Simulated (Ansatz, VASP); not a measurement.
# AlN: VASP beside Ansatz

File INCAR:

```
SYSTEM = AlN
ALGO = Normal ; EDIFF = 1E-7
EDIFFG = -0.01 ; ENCUT = 520
IBRION = 2 ; ISIF = 2
ISMEAR = 0 ; LASPH = .TRUE.
LCHARG = .FALSE. ; LREAL = .FALSE.
LWAVE = .FALSE. ; NELM = 80
NSW = 50 ; PREC = Accurate
SIGMA = 0.05
```

Contents of KPOINTS:

```
k-points
0
G
  9 9 6
  0 0 0
```

The input POSCAR:

```
AlN
1.0
    3.0268000000      0.0000000000      0.0000000000
   -1.5134000000      2.6212856922      0.0000000000
    0.0000000000      0.0000000000      5.1413000000
Al N
2 2
Direct
    0.3333333333      0.6666666667      0.0015210172
    0.6666666667      0.3333333333      0.5015210172
    0.3333333333      0.6666666667      0.3834789828
    0.6666666667      0.3333333333      0.8834789828
```

Input for Ansatz:

```yaml
crystal:
  lattice:
    - [3.0268, 0.0, 0.0]
    - [-1.5134, 2.6212856922, 0.0]
    - [0.0, 0.0, 5.1413]
  atoms:
    - { symbol: Al, position: [0.3333333333, 0.6666666667, 0.0015210172] }
    - { symbol: Al, position: [0.6666666667, 0.3333333333, 0.5015210172] }
    - { symbol: "N", position: [0.3333333333, 0.6666666667, 0.3834789828] }
    - { symbol: "N", position: [0.6666666667, 0.3333333333, 0.8834789828] }
basis:
  ecutwfc: 520.0
kpoints:
  mp_grid: { grid: [9, 9, 6] }
hamiltonian:
  xc: lda
  pseudopotentials: { kind: paw, azcp: { folder: soft_1 } }
scf:
  occupations: { method: gaussian, width: 0.05 }
output:
  forces: true
  stress: true
  eigenvalues: true
relax:
  adjacent_minimum: "off"
  f_tol: 0.01
  max_steps: 30
```

Alike in both runs: task relaxation of the atoms; functional LDA; k mesh 9 × 9 × 6; occupations gaussian, width 0.05 eV; no spin polarisation.

```csv
,VASP,Ansatz
version,VASP 6.6.1,Ansatz 0.2.0
potentials or method,"VASP PAW LDA potentials, release 64 (Al, N), cutoff 520 eV","scalar-relativistic, plane waves, PAW"
valence electrons in the cell,16,16
```

|  | VASP | Ansatz | Ansatz less VASP |
| --- | --- | --- | --- |
| gap on the k mesh at the Fermi level, each at its own relaxed structure (eV) | 4.34 | 4.34 | -0.005 |

Ansatz warns that its potentials were made for another functional, while VASP's fit it. LDA's correlation is that of Perdew and Zunger in VASP and of Perdew and Wang (1992) in Ansatz. Ansatz's warnings: stress scf threshold loose.
